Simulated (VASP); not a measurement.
Write the native input for VASP 6.6.1 that does the following.

```
Task                   : relaxation of cell and atoms
Functional             : PBEsol
Potentials or basis    : VASP PAW PBE potentials, release 64 (Pd)
Cutoff                 : 600 eV
k mesh                 : 12 × 12 × 18
Occupations            : gaussian, width 0.1 eV
Spin                   : no spin polarisation
Dipole correction      : no
Further INCAR settings : ALGO = Fast; EDIFF = 1e-06; IBRION = 2; EDIFFG = -0.01; NSW = 100; ISIF = 3
```

The structure of Pd lies in POSCAR:

```
Pd
1.0
    4.4107082753      0.0000000000      0.0000000000
   -2.2053541376      3.8197854151      0.0000000000
    0.0000000000      0.0000000000      2.6495929081
Pd
3
Direct
    0.0000000000      0.0000000000      0.0000000000
    0.3333333333      0.6666666667      0.5000000000
    0.6666666667      0.3333333333      0.5000000000
```

The input as run:

INCAR

```
ALGO = Fast
EDIFF = 1E-6
EDIFFG = -0.01
ENCUT = 600
GGA = PS
IBRION = 2
ISIF = 3
ISMEAR = 0
LASPH = True
LCHARG = False
LREAL = False
LWAVE = False
NELM = 100
NSW = 100
PREC = Accurate
SIGMA = 0.1
```

KPOINTS

```
k-points
0
Gamma
  12 12 18
```

Potentials or basis: VASP PAW PBE potentials, release 64 (Pd).

Command:

```console
$ cat potpaw_PBE.64/Pd/POTCAR > POTCAR
$ mpirun -np 1 vasp_std > vasp.out
```

It gave:

* Relaxed volume: 14.84 Å³/atom
* Relaxed cell: a = 4.423 Å, b = 4.423 Å, c = 2.628 Å, α = 90.00°, β = 90.00°, γ = 120.00°
* Space group after relaxing (to 0.05 Å): P6/mmm (No. 191)
* Energy gained by relaxing: 1.1 meV/atom
* Ionic steps: 5
* Pressure after relaxing: 0.0 GPa
* Band gap on the k mesh: zero (band 15 reaches 10.28 eV, above the bottom of band 16 at 9.30 eV)

Caveat: the PAW data sets were made with another functional, which shifts forces and pressure a little.

Wall time 3.9 min on 1 thread of Intel(R) Xeon(R) 6975P-C (Granite Rapids), with other jobs on the host, peak memory 0.3 GiB.
